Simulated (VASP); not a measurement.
A run of VASP 6.6.1:

INCAR

```
SYSTEM = Cu
  PREC = Accurate
  ENCUT = 820
  EDIFF = 1E-6
  ISMEAR = -1
  SIGMA = 0.1
  LREAL = .FALSE.
  LASPH = .TRUE.
  NELM = 120
  ALGO = Normal
  ISIF = 2
  LWAVE = .FALSE.
  LCHARG = .TRUE.
  GGA = PS
  LELF = .TRUE.
  LVHAR = .TRUE.
  NBANDS = 16
  GGA_COMPAT = .FALSE.
```

The input KPOINTS:

```
Automatic mesh
0
G
  21 21 21
  0 0 0
```

Contents of POSCAR:

```
Cu
1.0
    0.0000000000      1.7816632217      1.7816632217
    1.7816632217      0.0000000000      1.7816632217
    1.7816632217      1.7816632217      0.0000000000
Cu
1
Direct
    0.0000000000      0.0000000000      0.0000000000
```

Potentials or basis: VASP PAW PBE potentials, release 64 (Cu_sv_GW).

The run is started by

```sh
$ cat potpaw_PBE.64/Cu_sv_GW/POTCAR > POTCAR
$ mpirun -np 1 vasp_std > vasp.out
```

Hardware: 1 thread of AMD EPYC 9R45 96-Core Processor (Zen 5) (shared host).

Task: Estimate the wall time of this run.

Result: Wall time 50 s on 1 thread of AMD EPYC 9R45 96-Core Processor (Zen 5), with other jobs on the host, peak memory 0.22 GiB. Counts: scf iterations 11, k points 286.
